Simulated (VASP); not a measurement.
Here is a VASP 6.6.1 calculation.

POSCAR

```
LiF
1.0
    2.7642956400      0.0000000000      0.0000000000
    0.0000000000      2.7642956400      0.0000000000
    0.0000000000      0.0000000000      2.3547703600
Li F
1 1
Direct
    0.0000000000      0.0000000000      0.0000000000
    0.5000000000      0.5000000000      0.5000000000
```

Contents of INCAR.step1:

```
SYSTEM = LiF
PREC = Accurate ; ENCUT = 520
ISMEAR = 0 ; SIGMA = 0.05
LREAL = .FALSE. ; LASPH = .TRUE.
NELM = 60 ; NBANDS = 12
GGA = PE ; ALGO = Normal
EDIFF = 1E-4 ; LWAVE = .TRUE.
LCHARG = .FALSE.
```

File INCAR.step2:

```
SYSTEM = LiF
PREC = Accurate ; ENCUT = 520
EDIFF = 1E-6 ; ISMEAR = 0
SIGMA = 0.05 ; LREAL = .FALSE.
LASPH = .TRUE. ; NELM = 60
ALGO = Normal ; ISIF = 2
LWAVE = .FALSE. ; LCHARG = .FALSE.
METAGGA = R2SCAN ; LMIXTAU = .TRUE.
NBANDS = 12 ; ISTART = 1
```

KPOINTS

```
Automatic mesh
0
G
  10 10 10
  0 0 0
```

Potentials or basis: VASP PAW PBE potentials, release 64 (Li_sv, F).

Run with:

```sh
$ cat potpaw_PBE.64/Li_sv/POTCAR potpaw_PBE.64/F/POTCAR > POTCAR
$ cp INCAR.step1 INCAR
$ mpirun -np 1 vasp_std > vasp.out
$ cp INCAR.step2 INCAR
$ mpirun -np 1 vasp_std > vasp.out
```

What does it give for the band gap on the k mesh?

6.85 eV (least direct gap 7.15 eV).

Caveat: the cell differs from its parent crystal (strain +0.080 along x and y, -0.080 along z). A k mesh can miss the band edges.
